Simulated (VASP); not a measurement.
Wanted: the native input for a VASP 6.6.1 run.

```yaml
Task: single point
Functional: PBE
Potentials_or_basis: VASP PAW PBE potentials, release 64 (B, Br)
Cutoff: 520 eV
k_mesh: 12 × 12 × 12
Occupations: gaussian, width 0.1 eV
Spin: no spin polarisation
Dipole_correction: no
Further_INCAR_settings: ALGO = Normal; EDIFF = 1e-07; NBANDS = 26
```

The structure of BBr2 lies in POSCAR:

```
BBr2
1.0
   -2.4158751879      2.4158751879      5.1665168264
    2.4158751879     -2.4158751879      5.1665168264
    2.4158751879      2.4158751879     -5.1665168264
B Br
2 4
Direct
    0.5000000000      0.5000000000      0.0000000000
    0.2500000000      0.7500000000      0.5000000000
    0.7379054110      0.7379054110      0.0000000000
    0.2620945890      0.2620945890      0.0000000000
    0.0120945890      0.5120945890      0.5000000000
    0.4879054110      0.9879054110      0.5000000000
```

The input as run:

INCAR

```
SYSTEM = BBr2
PREC = Accurate
ENCUT = 520
EDIFF = 1E-7
ISMEAR = 0
SIGMA = 0.1
LREAL = .False.
LASPH = .True.
NELM = 80
ALGO = Normal
ISIF = 2
LWAVE = .False.
LCHARG = .True.
GGA = PE
LELF = .True.
LVHAR = .True.
NBANDS = 26
```

KPOINTS

```
regular mesh
0
Gamma
  12 12 12
  0 0 0
```

Potentials or basis: VASP PAW PBE potentials, release 64 (B, Br).

Run with:

```sh
$ cat potpaw_PBE.64/B/POTCAR potpaw_PBE.64/Br/POTCAR > POTCAR
$ mpirun -np 1 vasp_std > vasp.out
```

Results of the run:

```yaml
Pressure: 0.0 GPa
Band_gap_on_the_k_mesh: zero (bands 17 and 18 overlap by 2.59 eV)
```

Wall time 16 min on 1 thread of AMD EPYC 7R43 64-Core Processor (Zen 3), with other jobs on the host, peak memory 0.56 GiB.
